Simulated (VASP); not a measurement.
Runs of VASP 6.6.1 on GaAs (zincblende type). The structure is that of space group F-43m (No. 216), or close to it. The cells are those of the table. 

| task | cell | k mesh for the DOS | occupations for the DOS | gap on the mesh (eV) | pressure (GPa) |
| --- | --- | --- | --- | --- | --- |
| single point | a = 3.501 Å, angles 60.0°, 2 atoms | - | - | (b) | 75.4 |
| single point | a = 3.980 Å, angles 60.0°, 2 atoms | - | - | 0.62 | (c) |
| single point | a = 4.063 Å, angles 60.0°, 2 atoms | - | - | 0.16 | 0.2 |
| single point | a = 3.329 Å, angles 60.0°, 2 atoms | - | - | none | (a) |

Alike in all rows: level PBE; potentials or basis VASP PAW PBE potentials, release 64 (Ga_d, As); no spin polarisation; k mesh 13 × 13 × 13; cutoff (eV) 520; smearing fermi-dirac 0.05 eV.

**Question.** Fill in the values left out.

**Answer.** (a) 140.2; (b) 0.40; (c) 4.5.

A k mesh can miss the band edges, and the runs leave out spin-orbit coupling on As, Ga.

A gap of «none» marks levels without a gap at the run's occupations.
